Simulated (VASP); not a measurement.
Write the native input for VASP 6.6.1 that does the following.

```yaml
Task: single point
Functional: PBE
Potentials_or_basis: VASP PAW PBE potentials, release 64 (Sn_d, O)
Cutoff: 520 eV
k_mesh: 4 × 4 × 6
Occupations: fermi-dirac, width 0.03 eV
Spin: no spin polarisation
Dipole_correction: no
Further_INCAR_settings: ALGO = Normal; EDIFF = 1e-07; NBANDS = 35
```

The structure of SnO2 lies in POSCAR:

```
SnO2
1.0
    4.6426030000      0.0000000000      0.0000000000
    0.0000000000      4.6426030000      0.0000000000
    0.0000000000      0.0000000000      3.1864000000
Sn O
2 4
Direct
    0.0000000000      0.0000000000      0.0000000000
    0.5000000000      0.5000000000      0.5000000000
    0.3056200000      0.3056200000      0.0000000000
    0.1943800000      0.8056200000      0.5000000000
    0.6943800000      0.6943800000      0.0000000000
    0.8056200000      0.1943800000      0.5000000000
```

This cell differs from its parent crystal: equal xx and yy strain of -2 %.

The input as run:

INCAR

```
PREC     = Accurate       # precision mode
ENCUT    = 520            # plane-wave cutoff, eV
EDIFF    = 1E-7           # SCF threshold, eV
ISMEAR   = -1             # smearing method
SIGMA    = 0.03           # smearing width, eV
LREAL    = False          # projectors in reciprocal space
LASPH    = True           # aspherical terms in the spheres
NELM     = 60             # most SCF steps
ALGO     = Normal         # electronic algorithm
ISIF     = 2              # what is computed and relaxed
LWAVE    = False          # write WAVECAR
LCHARG   = False          # write CHGCAR
GGA      = PE             # functional
NBANDS   = 35             # bands
```

KPOINTS

```
Automatic mesh
0
Gamma
  4 4 6
```

Potentials or basis: VASP PAW PBE potentials, release 64 (Sn_d, O).

The run is started by

```sh
$ cat potpaw_PBE.64/Sn_d/POTCAR potpaw_PBE.64/O/POTCAR > POTCAR
$ mpirun -np 1 vasp_std > vasp.out
```

It gave:

```json
{
 "Pressure": "21.1 GPa",
 "Largest force": "0.050 eV/Å",
 "Band gap on the k mesh": "1.67 eV, direct"
}
```

Caveat: the cell differs from its parent crystal (equal xx and yy strain of -2 %); spin-orbit coupling is left out, which moves the levels of the heavy elements.

It took 22 s on 1 thread of Intel(R) Xeon(R) 6975P-C (Granite Rapids), with other jobs on the host, peak memory 0.19 GiB.
